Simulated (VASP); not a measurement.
The system is BaTe.

```xyz
2
Lattice="0.0000 3.3404 3.3404 3.3404 0.0000 3.3404 3.3404 3.3404 0.0000" Properties=species:S:1:pos:R:3 pbc="T T T"
Ba    0.0000    0.0000    0.0000
Te    3.3404    3.3404    3.3404
```

This cell differs from its parent crystal: volume scaled by 0.94.

Base run:

```yaml
Program: VASP 6.6.1
Functional: PBE
Potentials_or_basis: VASP PAW PBE potentials, release 64 (Ba_sv, Te)
Cutoff: 520 eV
k_mesh: 7 × 7 × 7
Occupations: fermi-dirac, width 0.05 eV
Spin: no spin polarisation
```

Its results: band gap on the k mesh 1.21 eV, indirect (least direct gap 1.58 eV); pressure 7.5 GPa.

**Question.** After a change of settings the same cell gave: band gap on the k mesh 1.57 eV, indirect (least direct gap 1.94 eV); pressure 7.9 GPa. Which change was it?
A. functional from PBE to PBEsol
B. functional from PBE to r2SCAN
C. functional from PBE to LDA; potentials or basis from VASP PAW PBE potentials, release 64 (Ba_sv, Te) to VASP PAW LDA potentials, release 64 (Ba_sv, Te)

**Answer.** B.

r2SCAN gives the wider gap, since meta-GGAs in the generalised Kohn-Sham scheme recover part of the derivative discontinuity.

Caveats: spin-orbit coupling is left out, which moves the levels of the heavy elements; the PAW data sets were made with another functional, which shifts forces and pressure a little (some runs).
